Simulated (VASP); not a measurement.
Sc2GaS, 4 atoms in the cell. It takes space group P-4m2 (No. 115, tetragonal). The conventional cell has a = 3.581 Å, b = 3.581 Å, c = 7.700 Å, α = 90.00°, β = 90.00°, γ = 90.00°. Within 3.3 Å of Sc (site symmetry 2mm) lie 2 S at 2.50 Å and 2 Ga at 2.76 Å. Ga (site symmetry -4m2) has 4 Sc at 2.76 Å and 4 Ga at 3.58 Å within 3.6 Å. S (site symmetry -4m2) has 4 Sc at 2.50 Å within 3.3 Å. 

```yaml
Program: VASP 6.6.1
Task: single point
Functional: PBE
Potentials_or_basis: VASP PAW PBE potentials, release 64 (Sc_sv, Ga_d, S)
Cutoff: 520 eV
k_mesh: 12 × 12 × 8
Occupations: gaussian, width 0.1 eV
Spin: no spin polarisation
Dipole_correction: no
k_mesh_for_the_DOS: 18 × 18 × 12
Occupations_for_the_DOS: tetrahedron
Further_INCAR_settings: ALGO = Normal; EDIFF = 1e-06; NBANDS = 28
```

Potentials or basis: VASP PAW PBE potentials, release 64 (Sc_sv, Ga_d, S).

The run is started by

```bash
$ cat potpaw_PBE.64/Sc_sv/POTCAR potpaw_PBE.64/Ga_d/POTCAR potpaw_PBE.64/S/POTCAR > POTCAR
$ cp INCAR.step1 INCAR
$ cp KPOINTS.step1 KPOINTS
$ mpirun -np 1 vasp_std > vasp.out
$ cp INCAR.step2 INCAR
$ cp KPOINTS.step2 KPOINTS
$ mpirun -np 1 vasp_std > vasp.out
```

Hardware: 1 thread of Intel Xeon 8259CL, with other jobs on the host.

**Question.** Estimate the wall time of this run.

**Answer.** It took 23 min on 1 thread of Intel Xeon 8259CL, on a shared host, peak memory 1 GiB. Counts: k points 385.
